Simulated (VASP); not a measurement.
# BaTiO3 (P4mm) in VASP: a series of runs

The runs below take BaTiO3 through single point, with PBE.

Everything below comes from runs of VASP 6.6.1. Logs are shortened: lines on timing, memory, paths and dates and some standing lists are left out, and cuts for length are marked.

## (1) The cell of the first run

Symmetry: P4mm, No. 99, tetragonal system. The conventional cell has a = 3.985 Å, b = 3.985 Å, c = 4.200 Å, α = 90.00°, β = 90.00°, γ = 90.00°. Ba (site symmetry 4mm) has 12 O at 2.80 to 2.99 Å and 8 Ti at 3.47 to 3.56 Å within 3.7 Å. Ti (site symmetry 4mm) has 6 O at 1.81 to 2.39 Å within 2.4 Å. Within 3.0 Å of O (site symmetry 2mm) lie 2 Ti at 2.00 Å and 4 Ba at 2.80 to 2.99 Å and 8 O at 2.82 to 2.96 Å. Within 2.4 Å of O (site symmetry 4mm) lie 2 Ti at 1.81 to 2.39 Å.

## (2) Single point, PBE

INCAR reads:

```
SYSTEM = BaTiO3
PREC = Accurate ; ENCUT = 910
EDIFF = 1E-6 ; ISMEAR = 0
SIGMA = 0.02 ; LREAL = .FALSE.
LASPH = .TRUE. ; NELM = 120
ALGO = Normal ; ISIF = 2
LWAVE = .FALSE. ; LCHARG = .FALSE.
GGA = PE ; NBANDS = 28
GGA_COMPAT = .FALSE.
```

KPOINTS reads:

```
regular mesh
0
G
  8 8 6
  0 0 0
```

POSCAR reads:

```
BaTiO3
1.0
    3.9854497962      0.0000000000      0.0000000000
    0.0000000000      3.9854497962      0.0000000000
    0.0000000000      0.0000000000      4.2004826514
Ba Ti O
1 1 3
Direct
    0.5000000000      0.5000000000      0.5912757175
    0.0000000000      0.0000000000      0.1084227160
    0.0000000000      0.5000000000      0.0602445497
    0.5000000000      0.0000000000      0.0602445497
    0.0000000000      0.0000000000      0.5398094571
```

Potentials or basis: VASP PAW PBE potentials, release 64 (Ba_sv, Ti_sv, O_h).

On the command line:

```sh
$ cat potpaw_PBE.64/Ba_sv/POTCAR potpaw_PBE.64/Ti_sv/POTCAR potpaw_PBE.64/O_h/POTCAR > POTCAR
$ mpirun -np 1 vasp_std > vasp.out
```

OUTCAR:

```text
SYSTEM = BaTiO3
   PREC = Accurate
   ENCUT = 910
   EDIFF = 1E-6
   ISMEAR = 0
   LREAL = .FALSE.
   LASPH = .TRUE.
   NELM = 120
   ISIF = 2
   GGA = PE

 ion  position               nearest neighbor table
   1  0.500  0.500  0.591-   3 2.80   4 2.80   4 2.80   3 2.80   5 2.83   5 2.83   5 2.83   5 2.83
                             3 2.99   4 2.99   3 2.99   4 2.99   2 3.47   2 3.47   2 3.47   2 3.47
   2  0.000  0.000  0.108-   5 1.81   4 2.00   3 2.00   3 2.00   4 2.00   1 3.47   1 3.47   1 3.47
                             1 3.47   1 3.56   1 3.56   1 3.56   1 3.56
   3  0.000  0.500  0.060-   2 2.00   2 2.00   1 2.80   1 2.80   1 2.99   1 2.99
   4  0.500  0.000  0.060-   2 2.00   2 2.00   1 2.80   1 2.80   1 2.99   1 2.99
   5  0.000  0.000  0.540-   2 1.81   1 2.83   1 2.83   1 2.83   1 2.83

  LATTYP: Found a simple tetragonal cell.
 ALAT       =     3.9854497962
 C/A-ratio  =     1.0539544760

  Lattice vectors:

 A1 = (   3.9854497962,   0.0000000000,   0.0000000000)
 A2 = (   0.0000000000,   3.9854497962,   0.0000000000)
 A3 = (   0.0000000000,   0.0000000000,   4.2004826514)

Analysis of symmetry for initial positions (statically):
=====================================================================
 Subroutine PRICEL returns:
 Original cell was already a primitive cell.

 Routine SETGRP: Setting up the symmetry group for a
 simple tetragonal supercell.

 Subroutine GETGRP returns: Found  8 space group operations
 (whereof  8 operations were pure point group operations)
 out of a pool of 16 trial point group operations.

The static configuration has the point symmetry C_4v.

Analysis of symmetry for dynamics (positions and initial velocities):
=====================================================================
 Subroutine PRICEL returns:
 Original cell was already a primitive cell.

 Routine SETGRP: Setting up the symmetry group for a
 simple tetragonal supercell.

 Subroutine GETGRP returns: Found  8 space group operations
 (whereof  8 operations were pure point group operations)
 out of a pool of 16 trial point group operations.

The dynamic configuration has the point symmetry C_4v.

 Subroutine INISYM returns: Found  8 space group operations
 (whereof  8 operations are pure point group operations),
 and found     1 'primitive' translations

----------------------------------------------------------------------------------------

                                     Primitive cell

  volume of cell :      66.7197

  direct lattice vectors                    reciprocal lattice vectors
     3.985449796  0.000000000  0.000000000     0.250912708  0.000000000  0.000000000
     0.000000000  3.985449796  0.000000000     0.000000000  0.250912708  0.000000000
     0.000000000  0.000000000  4.200482651     0.000000000  0.000000000  0.238067880

  length of vectors
     3.985449796  3.985449796  4.200482651     0.250912708  0.250912708  0.238067880

  position of ions in fractional coordinates (direct lattice)
     0.500000000  0.500000000  0.591275717
     0.000000000  0.000000000  0.108422716
     0.000000000  0.500000000  0.060244550
     0.500000000  0.000000000  0.060244550
     0.000000000  0.000000000  0.539809457

  ion indices of the primitive-cell ions
   primitive index   ion index
                 1           1
                 2           2
                 3           3
                 4           4
                 5           5

----------------------------------------------------------------------------------------

 KPOINTS: regular mesh

Automatic generation of k-mesh.
 Grid dimensions read from file:
 generate k-points for:    8    8    6

 Generating k-lattice:

  Cartesian coordinates                     Fractional coordinates (reciprocal lattice)
     0.031364088  0.000000000  0.000000000     0.125000000  0.000000000  0.000000000
     0.000000000  0.031364088  0.000000000     0.000000000  0.125000000  0.000000000
     0.000000000  0.000000000  0.039677980     0.000000000  0.000000000  0.166666667

  Length of vectors
     0.031364088  0.031364088  0.039677980

  Shift w.r.t. Gamma in fractional coordinates (k-lattice)
     0.000000000  0.000000000  0.000000000

 Subroutine IBZKPT returns following result:
 ===========================================

 Found     60 irreducible k-points:

 Following reciprocal coordinates:
            Coordinates               Weight
  0.000000  0.000000  0.000000      1.000000
  0.125000  0.000000  0.000000      4.000000
  0.250000  0.000000  0.000000      4.000000
  0.375000  0.000000  0.000000      4.000000
  0.500000  0.000000  0.000000      2.000000
  0.125000  0.125000  0.000000      4.000000
[... 16 lines left out ...]
  0.375000  0.125000  0.166667     16.000000
  0.500000  0.125000  0.166667      8.000000
 [... further k-points ...]
   k-points           NKPTS =     60   k-points in BZ     NKDIM =     60   number of bands    NBANDS=     28
   number of dos      NEDOS =    301   number of ions     NIONS =      5
   total plane-waves  NPLWV =  67200
   dimension x,y,z NGX =    40 NGY =   40 NGZ =   42
   dimension x,y,z NGXF=    80 NGYF=   80 NGZF=   84
   ions per type =               1   1   3
   NGX,Y,Z   is equivalent  to a cutoff of  16.69, 16.69, 16.62 a.u.
   NGXF,Y,Z  is equivalent  to a cutoff of  33.37, 33.37, 33.25 a.u.
 SYSTEM =  BaTiO3
   PREC   = accura    normal or accurate (medium, high low for compatibility)
   ISTART =      0    job   : 0-new  1-cont  2-samecut
   ICHARG =      2    charge: 1-file 2-atom 10-const
   ISPIN  =      1    spin polarized calculation?
   LNONCOLLINEAR =      F non collinear calculations
   LSORBIT =      F    spin-orbit coupling
   LASPH  =      T    aspherical Exc in radial PAW
   ENCUT  =  910.0 eV  66.88 Ry    8.18 a.u.   9.80  9.80 10.33*2*pi/ulx,y,z
   NELM   =    120;   NELMIN=  2; NELMDL= -5     # of ELM steps
   EDIFF  = 0.1E-05   stopping-criterion for ELM
   LREAL  =      F    real-space projection
   EDIFFG = 0.1E-04   stopping-criterion for IOM
   NSW    =      0    number of steps for IOM
   IBRION =     -1    ionic relax: 0-MD 1-quasi-New 2-CG
   NFREE  =      0    steps in history (QN), initial steepest desc. (CG)
   ISIF   =      2    stress and relaxation
   ISYM   =      2    0-nonsym 1-usesym 2-fastsym
   POTIM  = 0.5000    time-step for ionic-motion
   TEBEG  =    0.0;   TEEND  =   0.0 temperature during run
   PSTRESS=    0.0 pullay stress
   NELECT =      40.0000    total number of electrons
   NUPDOWN=      -1.0000    fix difference up-down
   EMIN   =  10.00;   EMAX   =-10.00  energy-range for DOS
   EFERMI =   0.00;   METHOD = LEGACY
   ISMEAR =     0;   SIGMA  =   0.02  broadening in eV -4-tet -1-fermi 0-gaus
   EFERMI_NEDOS =   21; number of points for ismear=-14 and -15
   IALGO  =     38    algorithm
   IMIX   =      4    mixing-type and parameters
     AMIX     =   0.40;   BMIX     =  1.00
     AMIX_MAG =   1.60;   BMIX_MAG =  1.00
  volume/ion in A,a.u.               =      13.34        90.05
  Fermi-wavevector in a.u.,A,eV,Ry     =   1.380417  2.608609 25.926585  1.905550
  Thomas-Fermi vector in A             =   2.505296
   LORBIT       =      0    0 simple, 1 ext, 2 COOP (PROOUT), +10 PAW based schemes
   GGA     = PE    functional components
   LHFCALC =     F    Hartree Fock is set to
   AEXX    =    0.0000 exact exchange contribution
   IVDW    =     0    specifies the selected vdW correction
   LEPSILON=     F    determine dielectric tensor
   LRPA    =     F    only Hartree local field effects (RPA)
 non-spin polarized calculation
 Gauss-broadening in eV      SIGMA  =   0.02
  energy-cutoff  :      910.00
  volume of cell :       66.72
 maximum number of plane-waves:      4188
 NGX is ok and might be reduce to    40
   NGX = 19   NGY = 19   NGZ = 21

 number of electron      40.0000008 magnetization

 Free energy of the ion-electron system (eV)
  ---------------------------------------------------
  ext. energy  EPLUGINS =         0.00000000
  ---------------------------------------------------
  free energy    TOTEN  =       -40.06729409 eV

  energy without entropy =      -40.06729409  energy(sigma->0) =      -40.06729409

 E-fermi :   4.1850     XC(G=0): -11.0279

 val. band max:        4.0894177728   @ k =   0.5000   0.5000   0.5000
 cond. band min:       5.8835013478   @ k =   0.0000   0.0000   0.0000
 fundamental gap:      1.7940835749
 Fermi energy:         4.1850039852

 k-point     1 :       0.0000    0.0000    0.0000
  band No.  band energies     occupation
      1     -52.5571      2.00000
      2     -28.8921      2.00000
      3     -28.7544      2.00000
      4     -28.7544      2.00000
      5     -21.0951      2.00000
      6     -12.9229      2.00000
[... 20 lines left out ...]
     27       9.1682      0.00000
     28      10.7548      0.00000

 k-point     2 :       0.1250    0.0000    0.0000
  band No.  band energies     occupation
      1     -52.5570      2.00000
      2     -28.8917      2.00000
      3     -28.7622      2.00000
      4     -28.7541      2.00000
      5     -21.0794      2.00000
      6     -12.9273      2.00000
[... 20 lines left out ...]
     27       9.4565      0.00000
     28      11.1304      0.00000

 k-point     3 :       0.2500    0.0000    0.0000
  band No.  band energies     occupation
      1     -52.5566      2.00000
      2     -28.8910      2.00000
      3     -28.7811      2.00000
      4     -28.7534      2.00000
      5     -21.0410      2.00000
      6     -12.9785      2.00000
[... 20 lines left out ...]
     27      10.1650      0.00000
     28      12.0316      0.00000

 k-point     4 :       0.3750    0.0000    0.0000
  band No.  band energies     occupation
      1     -52.5562      2.00000
      2     -28.8902      2.00000
      3     -28.7998      2.00000
      4     -28.7526      2.00000
      5     -21.0019      2.00000
      6     -13.0679      2.00000
[... 20 lines left out ...]
     27      10.9894      0.00000
     28      11.9442      0.00000

 k-point     5 :       0.5000    0.0000    0.0000
  band No.  band energies     occupation
      1     -52.5561      2.00000
      2     -28.8898      2.00000
      3     -28.8076      2.00000
      4     -28.7524      2.00000
      5     -20.9855      2.00000
      6     -13.1112      2.00000
[... 20 lines left out ...]
     27      11.4091      0.00000
     28      11.9104      0.00000

 k-point     6 :       0.1250    0.1250    0.0000
  band No.  band energies     occupation
      1     -52.5568      2.00000
      2     -28.8914      2.00000
      3     -28.7621      2.00000
      4     -28.7617      2.00000
      5     -21.0644      2.00000
      6     -12.9215      2.00000
[... 463 lines left out ...]
      5     -21.0482      2.00000
      6     -12.8938      2.00000
[... 20 lines left out ...]
     27      10.0660      0.00000
     28      11.5537      0.00000

 k-point    22 :       0.2500    0.1250    0.1667
  band No.  band energies     occupation
      1     -52.5563      2.00000
      2     -28.8977      2.00000
      3     -28.7803      2.00000
      4     -28.7608      2.00000
      5     -21.0139      2.00000
      6     -12.8820      2.00000
[... 20 lines left out ...]
     27      10.6562      0.00000
     28      11.8379      0.00000

 k-point    23 :       0.3750    0.1250    0.1667
  band No.  band energies     occupation
      1     -52.5560      2.00000
      2     -28.8969      2.00000
      3     -28.7989      2.00000
      4     -28.7601      2.00000
      5     -20.9790      2.00000
      6     -12.9201      2.00000
[... 20 lines left out ...]
     27      11.4201      0.00000
     28      12.2353      0.00000

 k-point    24 :       0.5000    0.1250    0.1667
  band No.  band energies     occupation
      1     -52.5558      2.00000
      2     -28.8965      2.00000
      3     -28.8066      2.00000
      4     -28.7598      2.00000
      5     -20.9644      2.00000
      6     -12.9460      2.00000
[... 20 lines left out ...]
     27      11.7487      0.00000
     28      12.3753      0.00000

 [... further k-points ...]

------------------------ aborting loop because EDIFF is reached ----------------------------------------

  FORCE on cell =-STRESS in cart. coord.  units (eV):
  Direction    XX          YY          ZZ          XY          YZ          ZX
  --------------------------------------------------------------------------------------
  -------------------------------------------------------------------------------------
  Total        0.5316692      0.5316692      0.5152887      0.0000000      0.0000000      0.0000000
  in kB       12.7672755     12.7672755     12.3739207      0.0000000      0.0000000      0.0000000
  external PRESSURE =      12.6361572 kB  Pullay stress =       0.0000000 kB

 VOLUME and BASIS-vectors are now :
 -----------------------------------------------------------------------------
  energy-cutoff  :      910.00
  volume of cell :       66.72
      direct lattice vectors                 reciprocal lattice vectors
     3.985449796  0.000000000  0.000000000     0.250912708  0.000000000  0.000000000
     0.000000000  3.985449796  0.000000000     0.000000000  0.250912708  0.000000000
     0.000000000  0.000000000  4.200482651     0.000000000  0.000000000  0.238067880

 POSITION                                       TOTAL-FORCE (eV/Angst)
 -----------------------------------------------------------------------------------
      1.99272      1.99272      2.48364        -0.000000      0.000000     -0.050291
      0.00000      0.00000      0.45543        -0.000000      0.000000     -0.037387
      0.00000      1.99272      0.25306         0.000000     -0.000000      0.021838
      1.99272      0.00000      0.25306         0.000000      0.000000      0.021838
      0.00000      0.00000      2.26746        -0.000000      0.000000      0.044002
 -----------------------------------------------------------------------------------
    total drift:                                0.000000      0.000000     -0.001563

  FREE ENERGIE OF THE ION-ELECTRON SYSTEM (eV)
  ---------------------------------------------------
  free  energy   TOTEN  =       -40.0672940882 eV

  energy  without entropy=      -40.0672940882  energy(sigma->0) =      -40.06729409
```

Run time: 2.1 min. Hardware: 1 thread of Intel Xeon 6975P-C (Granite Rapids), shared host; peak memory 0.42 GiB.

What came out:

```yaml
Free_energy: -40.0673 eV
Pressure: 1.3 GPa
Largest_force: 0.050 eV/Å
Band_gap_on_the_k_mesh: 1.79 eV (least direct gap 2.36 eV)
```

Forces in eV/Å, atoms in the order of the input:
```
Ba   0.000  0.000 -0.050
Ti   0.000  0.000 -0.037
O    0.000  0.000  0.022
O    0.000  0.000  0.022
O    0.000  0.000  0.044
```

Caveat: the cutoff is under 1.25 times the usual one of these potentials, so pressure, stress and relaxed cells hold a basis-set (Pulay) error; spin-orbit coupling is left out, which moves the levels of the heavy elements. A k mesh can miss the band edges.

(Continued in part 2 of 3.)
